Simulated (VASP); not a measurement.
# Te (Pm-3n) in VASP: a series of runs, part 2 of 2

VASP 6.6.1. The steps go on from the part before.

## (3) Single point, r2SCAN

The input, POSCAR:

```
Te
1.0
    6.1700824226      0.0000000000      0.0000000000
    0.0000000000      6.1700824226      0.0000000000
    0.0000000000      0.0000000000      6.1700824226
Te
8
Direct
    1.0000000000      0.0000000000      1.0000000000
    0.5000000000      0.5000000000      0.5000000000
    0.2500000000      1.0000000000      0.5000000000
    0.7500000000      1.0000000000      0.5000000000
    0.5000000000      0.2500000000      0.0000000000
    0.5000000000      0.7500000000      0.0000000000
    1.0000000000      0.5000000000      0.2500000000
    1.0000000000      0.5000000000      0.7500000000
```

The input, INCAR.step1:

```
  PREC = Accurate
  ENCUT = 520
  ISMEAR = -1
  SIGMA = 0.1
  LREAL = F
  LASPH = T
  NELM = 60
  NBANDS = 34
  GGA = PE
  ALGO = Normal
  EDIFF = 1E-4
  LWAVE = T
  LCHARG = F
```

The input, INCAR.step2:

```
  PREC = Accurate
  ENCUT = 520
  EDIFF = 1E-6
  ISMEAR = -1
  SIGMA = 0.1
  LREAL = F
  LASPH = T
  NELM = 60
  ALGO = Normal
  ISIF = 2
  LWAVE = F
  LCHARG = T
  METAGGA = R2SCAN
  LMIXTAU = T
  LELF = T
  LVHAR = T
  NBANDS = 34
  ISTART = 1
```

The input, KPOINTS:

```
regular mesh
0
Gamma
  6 6 6
```

Potentials or basis: VASP PAW PBE potentials, release 64 (Te).

Started as:

```console
$ cat potpaw_PBE.64/Te/POTCAR > POTCAR
$ cp INCAR.step1 INCAR
$ mpirun -np 1 vasp_std > vasp.out
$ cp INCAR.step2 INCAR
$ mpirun -np 1 vasp_std > vasp.out
```

OUTCAR:

```text
PREC = Accurate
   ENCUT = 520
   EDIFF = 1E-6
   ISMEAR = -1
   LREAL = F
   LASPH = T
   NELM = 60
   ISIF = 2
   METAGGA = R2SCAN
   ISTART = 1

 ion  position               nearest neighbor table
   1  0.000  0.000  0.000-   3 3.45   4 3.45   5 3.45   6 3.45   7 3.45   8 3.45   3 3.45   4 3.45
                             7 3.45   8 3.45   5 3.45   6 3.45
   2  0.500  0.500  0.500-   3 3.45   4 3.45   5 3.45   6 3.45   7 3.45   8 3.45   5 3.45   6 3.45
                             3 3.45   4 3.45   7 3.45   8 3.45
   3  0.250  0.000  0.500-   4 3.09   4 3.09   1 3.45   1 3.45   2 3.45   2 3.45
   4  0.750  0.000  0.500-   3 3.09   3 3.09   1 3.45   1 3.45   2 3.45   2 3.45
   5  0.500  0.250  0.000-   6 3.09   6 3.09   1 3.45   2 3.45   2 3.45   1 3.45
   6  0.500  0.750  0.000-   5 3.09   5 3.09   1 3.45   2 3.45   2 3.45   1 3.45
   7  0.000  0.500  0.250-   8 3.09   8 3.09   1 3.45   2 3.45   1 3.45   2 3.45
   8  0.000  0.500  0.750-   7 3.09   7 3.09   1 3.45   2 3.45   1 3.45   2 3.45

  LATTYP: Found a simple cubic cell.
 ALAT       =     6.1700824226

  Lattice vectors:

 A1 = (   6.1700824226,   0.0000000000,   0.0000000000)
 A2 = (   0.0000000000,   6.1700824226,   0.0000000000)
 A3 = (   0.0000000000,   0.0000000000,   6.1700824226)

Analysis of symmetry for initial positions (statically):
=====================================================================
 Subroutine PRICEL returns:
 Original cell was already a primitive cell.

 Routine SETGRP: Setting up the symmetry group for a
 simple cubic supercell.

 Subroutine GETGRP returns: Found 48 space group operations
 (whereof 24 operations were pure point group operations)
 out of a pool of 48 trial point group operations.

The static configuration has the point symmetry T_h .
 The point group associated with its full space group is O_h .

Analysis of symmetry for dynamics (positions and initial velocities):
=====================================================================
 Subroutine PRICEL returns:
 Original cell was already a primitive cell.

 Routine SETGRP: Setting up the symmetry group for a
 simple cubic supercell.

 Subroutine GETGRP returns: Found 48 space group operations
 (whereof 24 operations were pure point group operations)
 out of a pool of 48 trial point group operations.

The dynamic configuration has the point symmetry T_h .
 The point group associated with its full space group is O_h .

 Subroutine INISYM returns: Found 48 space group operations
 (whereof 24 operations are pure point group operations),
 and found     1 'primitive' translations

----------------------------------------------------------------------------------------

                                     Primitive cell

  volume of cell :     234.8945

  direct lattice vectors                    reciprocal lattice vectors
     6.170082423  0.000000000  0.000000000     0.162072389  0.000000000  0.000000000
     0.000000000  6.170082423  0.000000000     0.000000000  0.162072389  0.000000000
     0.000000000  0.000000000  6.170082423     0.000000000  0.000000000  0.162072389

[... 50 lines left out ...]
 Following reciprocal coordinates:
            Coordinates               Weight
  0.000000  0.000000  0.000000      1.000000
  0.166667  0.000000  0.000000      6.000000
  0.333333  0.000000  0.000000      6.000000
  0.500000  0.000000  0.000000      3.000000
  0.166667  0.166667  0.000000     12.000000
  0.333333  0.166667  0.000000     24.000000
[... 12 lines left out ...]
  0.500000  0.500000  0.333333      6.000000
  0.500000  0.500000  0.500000      1.000000
   k-points           NKPTS =     20   k-points in BZ     NKDIM =     20   number of bands    NBANDS=     34
   number of dos      NEDOS =    301   number of ions     NIONS =      8
   total plane-waves  NPLWV = 110592
   dimension x,y,z NGX =    48 NGY =   48 NGZ =   48
   dimension x,y,z NGXF=    96 NGYF=   96 NGZF=   96
   ions per type =               8
   NGX,Y,Z   is equivalent  to a cutoff of  12.93, 12.93, 12.93 a.u.
   NGXF,Y,Z  is equivalent  to a cutoff of  25.87, 25.87, 25.87 a.u.
 SYSTEM =  unknown system
   PREC   = accura    normal or accurate (medium, high low for compatibility)
   ISTART =      1    job   : 0-new  1-cont  2-samecut
   ICHARG =      0    charge: 1-file 2-atom 10-const
   ISPIN  =      1    spin polarized calculation?
   LNONCOLLINEAR =      F non collinear calculations
   LSORBIT =      F    spin-orbit coupling
   LASPH  =      T    aspherical Exc in radial PAW
   ENCUT  =  520.0 eV  38.22 Ry    6.18 a.u.  11.47 11.47 11.47*2*pi/ulx,y,z
   NELM   =     60;   NELMIN=  2; NELMDL=  0     # of ELM steps
   EDIFF  = 0.1E-05   stopping-criterion for ELM
   LREAL  =      F    real-space projection
   EDIFFG = 0.1E-04   stopping-criterion for IOM
   NSW    =      0    number of steps for IOM
   IBRION =     -1    ionic relax: 0-MD 1-quasi-New 2-CG
   NFREE  =      0    steps in history (QN), initial steepest desc. (CG)
   ISIF   =      2    stress and relaxation
   ISYM   =      2    0-nonsym 1-usesym 2-fastsym
   POTIM  = 0.5000    time-step for ionic-motion
   TEBEG  =    0.0;   TEEND  =   0.0 temperature during run
   PSTRESS=    0.0 pullay stress
   NELECT =      48.0000    total number of electrons
   NUPDOWN=      -1.0000    fix difference up-down
   EMIN   =  10.00;   EMAX   =-10.00  energy-range for DOS
   EFERMI =   0.00;   METHOD = LEGACY
   ISMEAR =    -1;   SIGMA  =   0.10  broadening in eV -4-tet -1-fermi 0-gaus
   EFERMI_NEDOS =   21; number of points for ismear=-14 and -15
   IALGO  =     38    algorithm
   IMIX   =      4    mixing-type and parameters
     AMIX     =   0.40;   BMIX     =  1.00
     AMIX_MAG =   1.60;   BMIX_MAG =  1.00
  volume/ion in A,a.u.               =      29.36       198.14
  Fermi-wavevector in a.u.,A,eV,Ry     =   0.964268  1.822202 12.650862  0.929812
  Thomas-Fermi vector in A             =   2.093884
   LORBIT       =      0    0 simple, 1 ext, 2 COOP (PROOUT), +10 PAW based schemes
   METAGGA = R2SCAN    functional components
   LHFCALC =     F    Hartree Fock is set to
   AEXX    =    0.0000 exact exchange contribution
   IVDW    =     0    specifies the selected vdW correction
   LEPSILON=     F    determine dielectric tensor
   LRPA    =     F    only Hartree local field effects (RPA)
 non-spin polarized calculation
  energy-cutoff  :      520.00
  volume of cell :      234.89
 maximum number of plane-waves:      6382
 NGX is ok and might be reduce to    48
   NGX = 23   NGY = 23   NGZ = 23

 number of electron      47.9999996 magnetization

 Free energy of the ion-electron system (eV)
  ---------------------------------------------------
  ext. energy  EPLUGINS =         0.00000000
  ---------------------------------------------------
  free energy    TOTEN  =      -198.83395538 eV

  energy without entropy =     -198.52979215  energy(sigma->0) =     -198.68187376

 E-fermi :   7.1953     XC(G=0): -10.3922

 val. band max:        7.1602984523   @ k =   0.3333   0.3333   0.0000
 cond. band min:       7.2292088595   @ k =   0.5000   0.3333   0.0000
 fundamental gap:      0.0689104072
 Fermi energy:         7.1953298877

 k-point     1 :       0.0000    0.0000    0.0000
  band No.  band energies     occupation
      1      -6.9872      2.00000
      2      -4.6583      2.00000
      3      -4.6583      2.00000
      4      -4.5148      2.00000
      5      -2.9728      2.00000
      6      -2.9103      2.00000
[... 729 lines left out ...]
     33      14.9553      0.00000
     34      14.9553      0.00000

------------------------ aborting loop because EDIFF is reached ----------------------------------------

  FORCE on cell =-STRESS in cart. coord.  units (eV):
  Direction    XX          YY          ZZ          XY          YZ          ZX
  --------------------------------------------------------------------------------------
  -------------------------------------------------------------------------------------
  Total       -0.5788709     -0.5788709     -0.5788709     -0.0000000      0.0000000      0.0000000
  in kB       -3.9483839     -3.9483839     -3.9483839     -0.0000000      0.0000000      0.0000000
  external PRESSURE =      -3.9483839 kB  Pullay stress =       0.0000000 kB

 VOLUME and BASIS-vectors are now :
 -----------------------------------------------------------------------------
  energy-cutoff  :      520.00
  volume of cell :      234.89
      direct lattice vectors                 reciprocal lattice vectors
     6.170082423  0.000000000  0.000000000     0.162072389  0.000000000  0.000000000
     0.000000000  6.170082423  0.000000000     0.000000000  0.162072389  0.000000000
     0.000000000  0.000000000  6.170082423     0.000000000  0.000000000  0.162072389

 POSITION                                       TOTAL-FORCE (eV/Angst)
 -----------------------------------------------------------------------------------
      0.00000      0.00000      0.00000         0.000000      0.000000      0.000000
      3.08504      3.08504      3.08504         0.000000      0.000000      0.000000
      1.54252      0.00000      3.08504         0.000000      0.000000      0.000000
      4.62756      0.00000      3.08504        -0.000000     -0.000000     -0.000000
      3.08504      1.54252      0.00000        -0.000000      0.000000     -0.000000
      3.08504      4.62756      0.00000         0.000000      0.000000      0.000000
      0.00000      3.08504      1.54252         0.000000      0.000000     -0.000000
      0.00000      3.08504      4.62756        -0.000000      0.000000      0.000000
 -----------------------------------------------------------------------------------
    total drift:                               -0.000000     -0.000000      0.000000

  FREE ENERGIE OF THE ION-ELECTRON SYSTEM (eV)
  ---------------------------------------------------
  free  energy   TOTEN  =      -198.8339553759 eV

  energy  without entropy=     -198.5297921473  energy(sigma->0) =     -198.68187376
```

Run time: 6.2 min. Hardware: 1 thread of Intel Xeon 6975P-C, shared host; peak memory 0.42 GiB.

What came out:

```yaml
Free_energy: -198.8340 eV
Pressure: -0.4 GPa
Band_gap_on_the_k_mesh: zero (band 24 reaches 7.82 eV, above the bottom of band 25 at 6.39 eV)
```

Levels at points of the mesh, in eV from the Fermi level:
```tsv
k point	band 22	band 23	band 24	band 25	band 26	band 27
(0.00, 0.00, 0.00)	-0.25	-0.25	0.16	0.16	0.16	1.50
(0.50, 0.00, 0.00)	-1.05	-0.39	-0.39	0.13	0.13	1.43
(0.50, 0.50, 0.00)	-0.63	-0.21	-0.21	0.26	0.26	0.44
(0.50, 0.50, 0.50)	-0.92	-0.80	-0.80	-0.80	-0.80	-0.32
```

Caveat: the PAW data sets were made with another functional, which shifts forces and pressure a little; spin-orbit coupling is left out, which moves the levels of the heavy elements.
